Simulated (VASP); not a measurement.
Input of a VASP 6.6.1 run:

The input INCAR:

```
PREC = Accurate ; ENCUT = 520
EDIFF = 1E-7 ; ISMEAR = 0
SIGMA = 0.1 ; LREAL = False
LASPH = True ; NELM = 60
ALGO = Fast ; ISIF = 2
LWAVE = False ; LCHARG = False
GGA = PE ; NBANDS = 22
```

Contents of KPOINTS:

```
Automatic mesh
0
Gamma
  6 6 4
```

File POSCAR:

```
Al
1.0
    5.6086093050      0.0024578021     -0.0017377811
   -2.8062139391      4.0502194638     -0.0000508731
   -0.0028053985      0.0014040548      5.8162159304
Al
8
Direct
    0.0000094398     -0.0000001884      0.1250333707
    0.0000180085      0.0000030312      0.6250330075
   -0.0000156484      0.5000489770     -0.1252478309
   -0.0000759390      0.4999635251      0.3747778695
    0.5000666229      0.0000667699      0.1249270752
    0.4999654820     -0.0001209853      0.6249354397
    0.4999801996      0.4999612469     -0.1247300178
    0.5000518350      0.5000776234      0.3752710862
```

Potentials or basis: VASP PAW PBE potentials, release 64 (Al).

Launch:

```console
$ cat potpaw_PBE.64/Al/POTCAR > POTCAR
$ mpirun -np 1 vasp_std > vasp.out
```

Problem. Predict the largest force.

Solution. 0.004 eV/Å.

Problem. Predict the band gap on the k mesh.

Solution. Zero (band 12 reaches 8.92 eV, above the bottom of band 13 at 6.36 eV).

Problem. Predict the pressure.

Solution. -0.1 GPa.

Forces in eV/Å, atoms in the order of the input:
```
Al   0.000  0.001  0.000
Al   0.000  0.001  0.000
Al   0.001 -0.001  0.003
Al   0.002  0.001  0.002
Al  -0.001 -0.001  0.001
Al  -0.001  0.002  0.001
Al   0.000  0.000 -0.003
Al  -0.001 -0.002 -0.003
```
